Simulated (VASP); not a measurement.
# Ca (Im-3m) in VASP: further runs, part 2 of 2

VASP 6.6.1. Earlier steps stand in the parts before.

**3. Relaxation of cell and atoms, PBE, target pressure 21 GPa, at which the enthalpy is minimised**

File INCAR:

```
PREC     = Accurate       # precision mode
ENCUT    = 600            # plane-wave cutoff, eV
EDIFF    = 1E-7           # SCF threshold, eV
ISMEAR   = -1             # smearing method
SIGMA    = 0.05           # smearing width, eV
LREAL    = F              # projectors in reciprocal space
LASPH    = T              # aspherical terms in the spheres
NELM     = 100            # most SCF steps
ALGO     = Normal         # electronic algorithm
ISIF     = 3              # what is computed and relaxed
LWAVE    = F              # write WAVECAR
LCHARG   = F              # write CHGCAR
GGA      = PE             # functional
IBRION   = 2              # ionic algorithm
NSW      = 32             # ionic steps
EDIFFG   = -0.005         # ionic threshold
PSTRESS  = 210.0
```

File KPOINTS:

```
regular mesh
0
Gamma
  15 15 15
```

File POSCAR:

```
Ca
1.0
   -1.8277053022      1.8277053022      1.8277053022
    1.8277053022     -1.8277053022      1.8277053022
    1.8277053022      1.8277053022     -1.8277053022
Ca
1
Direct
    0.0000000000      0.0000000000      0.0000000000
```

Potentials or basis: VASP PAW PBE potentials, release 64 (Ca_sv).

On the command line:

```console
cat potpaw_PBE.64/Ca_sv/POTCAR > POTCAR
mpirun -np 1 vasp_std > vasp.out
```

OUTCAR:

```text
PREC = Accurate
   ENCUT = 600
   EDIFF = 1E-7
   ISMEAR = -1
   LREAL = F
   LASPH = T
   NELM = 100
   ISIF = 3
   GGA = PE
   IBRION = 2
   NSW = 32
   EDIFFG = -0.005
   PSTRESS = 210.0

 ion  position               nearest neighbor table
   1  0.000  0.000  0.000-

  LATTYP: Found a body centered cubic cell.
 ALAT       =     3.6554106044

  Lattice vectors:

 A1 = (  -1.8277053022,   1.8277053022,   1.8277053022)
 A2 = (   1.8277053022,  -1.8277053022,   1.8277053022)
 A3 = (   1.8277053022,   1.8277053022,  -1.8277053022)

Analysis of symmetry for initial positions (statically):
=====================================================================
 Subroutine PRICEL returns:
 Original cell was already a primitive cell.

[... 255 lines left out ...]
 cond. band min:       4.5515614973   @ k =   0.3333   0.2667   0.0000
 fundamental gap:      0.0244080316
 Fermi energy:         4.5470109615

 k-point     1 :       0.0000    0.0000    0.0000
  band No.  band energies     occupation
      1     -36.3018      2.00000
      2     -16.9196      2.00000
      3     -16.9196      2.00000
      4     -16.9196      2.00000
      5      -0.1228      2.00000
      6       7.6869      0.00000
      7       7.6869      0.00000
      8       7.6869      0.00000
      9       9.4680      0.00000
[... 265 lines left out ...]
 k-point    24 :       0.4000    0.2000    0.0000
  band No.  band energies     occupation
      1     -36.1347      2.00000
      2     -17.6672      2.00000
      3     -17.3029      2.00000
      4     -17.0058      2.00000
      5       4.1084      1.99969
      6       5.4575      0.00000
      7       5.7689      0.00000
      8       9.4222      0.00000
      9      10.1287      0.00000

 [... further k-points ...]

------------------------ aborting loop because EDIFF is reached ----------------------------------------

  FORCE on cell =-STRESS in cart. coord.  units (eV):
  Direction    XX          YY          ZZ          XY          YZ          ZX
  --------------------------------------------------------------------------------------
  -------------------------------------------------------------------------------------
  Total        3.2040125      3.2040125      3.2040125      0.0000000     -0.0000000      0.0000000
  in kB      209.9973554    209.9973554    209.9973554      0.0000000     -0.0000000      0.0000000
  external PRESSURE =      -0.0026446 kB  Pullay stress =     210.0000000 kB
[... 20 lines left out ...]
  energy  without entropy=       -1.1180913695  energy(sigma->0) =       -1.12151342

  enthalpy is  TOTEN    =         2.0791173580 eV   P V=        3.2040528347

 reached required accuracy - stopping structural energy minimisation
```

It took 45 s on 1 thread of Intel Xeon Platinum 8488C (Sapphire Rapids), shared host; peak memory 0.18 GiB.

Results:

```
Free energy                                            : -1.1249 eV
Relaxed volume                                         : 24.45 Å³/atom
Relaxed cell                                           : a = 3.167 Å, b = 3.167 Å, c = 3.167 Å, α = 109.47°, β = 109.47°, γ = 109.47°
Space group after relaxing (to 0.05 Å)                 : Im-3m (No. 229)
Energy change on relaxing (the enthalpy is what falls) : -3.0 meV/atom
Ionic steps                                            : 3
Pressure after relaxing                                : 21.0 GPa
Band gap on the k mesh                                 : zero (band 5 reaches 5.21 eV, above the bottom of band 6 at 3.80 eV)
```

The path:
```csv
step,energy change (eV),largest force (eV/Å),pressure (GPa),volume (Å³)
1,0.0000,0.0000,21.07,24.42
2,-0.0046,0.0000,20.97,24.46
3,-0.0030,0.0000,21.00,24.45
```

Final structure:
```xyz
1
Lattice="-1.8283 1.8283 1.8283 1.8283 -1.8283 1.8283 1.8283 1.8283 -1.8283" Properties=species:S:1:pos:R:3 pbc="T T T"
Ca    0.0000    0.0000    0.0000
```

Caveat: the cell is relaxed towards a set pressure, so the enthalpy falls and the energy may rise.

**4. Relaxation of cell and atoms, PBE, target pressure 21 GPa, at which the enthalpy is minimised**

This run uses another cell than the first one, of 24.92 Å³/atom, 1.021 times its volume.

File INCAR:

```
SYSTEM = Ca
PREC = Accurate
ENCUT = 600
EDIFF = 1E-6
ISMEAR = -1
SIGMA = 0.05
LREAL = .False.
LASPH = .True.
NELM = 80
ALGO = Normal
ISIF = 3
LWAVE = .False.
LCHARG = .False.
GGA = PE
IBRION = 2
NSW = 60
EDIFFG = -0.005
PSTRESS = 210.0
```

File KPOINTS:

```
Automatic mesh
0
Gamma
  15 15 15
  0 0 0
```

File POSCAR:

```
Ca
1.0
   -1.8401532589      1.8401532589      1.8401532589
    1.8401532589     -1.8401532589      1.8401532589
    1.8401532589      1.8401532589     -1.8401532589
Ca
1
Direct
    0.0000000000      0.0000000000      0.0000000000
```

On the command line:

```console
cat potpaw_PBE.64/Ca_sv/POTCAR > POTCAR
mpirun -np 1 vasp_std > vasp.out
```

Wall time 52 s (1 thread of Intel Xeon Platinum 8488C (Sapphire Rapids), shared host); peak memory 0.18 GiB.

It converged, with:

| Property | Result |
| --- | --- |
| Free energy | -1.1252 eV |
| Relaxed volume | 24.45 Å³/atom |
| Relaxed cell | a = 3.167 Å, b = 3.167 Å, c = 3.167 Å, α = 109.47°, β = 109.47°, γ = 109.47° |
| Space group after relaxing (to 0.05 Å) | Im-3m (No. 229) |
| Energy change on relaxing (the enthalpy is what falls) | +60.6 meV/atom |
| Ionic steps | 3 |
| Pressure after relaxing | 21.0 GPa |
| Band gap on the k mesh | zero (band 5 reaches 5.21 eV, above the bottom of band 6 at 3.80 eV) |

The path:
```
step  energy change (eV)  largest force (eV/Å)  pressure (GPa)  volume (Å³)
   1              0.0000                0.0000           19.69        24.92
   2              0.0940                0.0000           21.72        24.20
   3              0.0606                0.0000           21.00        24.45
```

Final structure:
```
CELL_PARAMETERS angstrom
-1.82833 1.82833 1.82833
1.82833 -1.82833 1.82833
1.82833 1.82833 -1.82833
ATOMIC_POSITIONS crystal
Ca 0.00000 0.00000 0.00000
```

Levels at points of the mesh, in eV from the Fermi level:
```
           k point  band 3  band 4  band 5  band 6  band 7  band 8
(0.00, 0.00, 0.00)  -21.47  -21.47   -4.67    3.14    3.14    3.14
```

Caveat: the cell is relaxed towards a set pressure, so the enthalpy falls and the energy may rise.

**5. The runs side by side**

```csv
task,cell,cutoff (eV),gap on the mesh (eV),pressure (GPa)
single point,"a = 3.166 Å, angles 109.5°, 1 atom",520,none,21.0
relaxation of cell and atoms,"relaxed to 21 GPa from a = 3.166 Å, angles 109.5°, 1 atom",600,none,21.0
relaxation of cell and atoms,"relaxed to 21 GPa from a = 3.187 Å, angles 109.5°, 1 atom",600,none,21.0
```

Alike in all rows: level PBE; potentials or basis VASP PAW PBE potentials, release 64 (Ca_sv); no spin polarisation; k mesh 15 × 15 × 15; smearing fermi-dirac 0.05 eV.

Caveats: the cell is relaxed towards a set pressure, so the enthalpy falls and the energy may rise (some runs).

Total energies depend on the potentials used, so only differences within one code and one set of settings carry meaning.
